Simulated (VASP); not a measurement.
Input of a VASP 6.6.1 run:

INCAR

```
  ALGO = Normal
  EDIFF = 1E-6
  ENCUT = 400
  GGA = PE
  GGA_COMPAT = F
  ISIF = 2
  ISMEAR = -1
  ISYM = -1
  LASPH = T
  LCHARG = F
  LREAL = Auto
  LWAVE = F
  NBANDS = 111
  NELM = 120
  PREC = Accurate
  SIGMA = 0.1922
```

Contents of KPOINTS:

```
explicit points
1
Reciprocal
  0.25000000   0.25000000   0.25000000 1
```

File POSCAR:

```
Si5Mo3
1.0
    7.4574090000      0.0809830000      0.1775480000
    0.0809830000      6.8034930000      0.1053960000
    0.1775480000      0.1053960000      7.5398230000
Si Mo
15 9
Direct
    0.8791167279     -0.0455895814      0.8570808019
    0.5823047556      1.0836141388      0.3836199284
    0.7752203700      0.5534623670      0.5508177651
    0.4939906734      0.3113780165      0.7398572813
    0.2912769630      0.7657150972      0.4493075036
    0.1964980021      0.3173115955      0.9965822540
    0.1238508229      0.9604979129      0.0389233137
    0.6239307574      0.8638931848      0.6581177643
    0.3988145713      0.6765505415      0.8520430187
    0.1945571497      0.0949793366      0.6476899159
    0.9106216652      0.3359814299      0.8689876202
    0.6170020468      0.6636780086      0.2943246165
    0.1760452398      0.5648675906      0.2139419898
    0.5921564046      0.0418471749      0.0516569540
    0.4425636122      0.3897190160      0.4407119226
    0.8074119082      0.1714632518      0.6177684927
    0.8576842507      0.9501698657      0.2211860641
    0.7055886075      0.6857446291     -0.0464577997
    0.0832549058      0.6241603647      0.8823683596
    0.5057177761      0.4182197467      0.0682126267
    0.8217634203      0.3350932908      0.2219749795
    0.2032329988      0.1669555073      0.2898587865
    0.1051662405      0.4700583645      0.5923614749
   -0.0106406236      0.8548414127      0.5605349563
```

Potentials or basis: VASP PAW PBE potentials, release 64 (Si, Mo_sv).

The run is started by

```bash
$ cat potpaw_PBE.64/Si/POTCAR potpaw_PBE.64/Mo_sv/POTCAR > POTCAR
$ mpirun -np 1 vasp_std > vasp.out
```

(1) What does it give for the pressure?

(2) Estimate the largest force.

## Answers

(1) 1.7 GPa.

(2) 3.523 eV/Å.

Caveat: the atoms stand as in a frame of molecular dynamics.
